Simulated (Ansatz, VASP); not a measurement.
Be3Cd: VASP beside Ansatz

INCAR

```
PREC = Accurate
ENCUT = 520
EDIFF = 1E-7
ISMEAR = 0
SIGMA = 0.1
LREAL = F
LASPH = T
NELM = 80
ALGO = Fast
ISIF = 2
LWAVE = F
LCHARG = T
GGA = PE
LELF = T
LVHAR = T
NBANDS = 17
```

Contents of KPOINTS:

```
Automatic mesh
0
Gamma
  6 6 6
```

POSCAR

```
Be3Cd
1.0
   -2.3906287800      2.3906287800      2.3906287800
    2.3906287800     -2.3906287800      2.3906287800
    2.3906287800      2.3906287800     -2.3906287800
Be Cd
3 1
Direct
    0.0000000000      0.5000000000      0.5000000000
    0.5000000000      0.0000000000      0.5000000000
    0.5000000000      0.5000000000      0.0000000000
    0.0000000000      0.0000000000      0.0000000000
```

Input for Ansatz:

```yaml
crystal:
  lattice:
    - [-2.39062878, 2.39062878, 2.39062878]
    - [2.39062878, -2.39062878, 2.39062878]
    - [2.39062878, 2.39062878, -2.39062878]
  atoms:
    - { symbol: Be, position: [0.0, 0.5, 0.5] }
    - { symbol: Be, position: [0.5, 0.0, 0.5] }
    - { symbol: Be, position: [0.5, 0.5, 0.0] }
    - { symbol: Cd, position: [0.0, 0.0, 0.0] }
basis:
  ecutwfc: 420
kpoints:
  mp_grid: { grid: [6, 6, 6] }
hamiltonian:
  xc: pbe
scf:
  occupations: { method: gaussian, width: 0.1 }
  lower_state_search: "off"
output:
  forces: true
  stress: true
  eigenvalues: true
```

Alike in both runs: task single point; functional PBE; k mesh 6 × 6 × 6; occupations gaussian, width 0.1 eV; no spin polarisation.

|  | VASP | Ansatz |
| --- | --- | --- |
| version | VASP 6.6.1 | Ansatz 0.2.0 |
| potentials or method | VASP PAW PBE potentials, release 64 (Be, Cd), cutoff 520 eV | scalar-relativistic, plane waves, PAW |
| valence electrons in the cell | 18 | 26 |

```csv
,VASP,Ansatz,Ansatz less VASP
gap on the k mesh at the Fermi level (eV),none,none,-
pressure (GPa),3.2,3.0,-0.23
```

A gap of «none» marks a metal or a gap that the smearing closes. With one functional, cell and mesh, what is left measures potentials, basis and numerics. VASP's potentials hold 18 valence electrons a cell and Ansatz's 26, so a difference there can come from the potentials and not from the codes.
